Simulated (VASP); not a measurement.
Input of a VASP 6.6.1 run:

Contents of INCAR:

```
PREC = Accurate
ENCUT = 520
EDIFF = 1E-7
ISMEAR = 0
SIGMA = 0.1
LREAL = F
LASPH = T
NELM = 60
ALGO = Normal
ISIF = 2
LWAVE = F
LCHARG = F
GGA = PS
NBANDS = 26
```

The input KPOINTS:

```
Automatic mesh
0
Gamma
  10 10 8
```

The input POSCAR:

```
InGaAs2
1.0
    4.1934164157      0.0000000000      0.0000000000
    0.0000000000      4.1934164157      0.0000000000
    0.0000000000      0.0000000000      5.9718070568
In Ga As
1 1 2
Direct
    0.0000000000      0.0000000000      0.5000000000
    0.5000000000      0.5000000000      0.0000000000
    0.5000000000      0.0000000000      0.7692333359
    0.0000000000      0.5000000000      0.2307666641
```

Potentials or basis: VASP PAW PBE potentials, release 64 (In_d, Ga_d, As).

Run with:

```bash
$ cat potpaw_PBE.64/In_d/POTCAR potpaw_PBE.64/Ga_d/POTCAR potpaw_PBE.64/As/POTCAR > POTCAR
$ mpirun -np 1 vasp_std > vasp.out
```

What does it give for the band gap on the k mesh?

Zero (filled and empty bands touch).

What does it give for the pressure?

-1.9 GPa.

Caveat: semilocal functionals underestimate gaps, and a narrow one can read as zero; the PAW data sets were made with another functional, which shifts forces and pressure a little; spin-orbit coupling is left out, which moves the levels of the heavy elements.
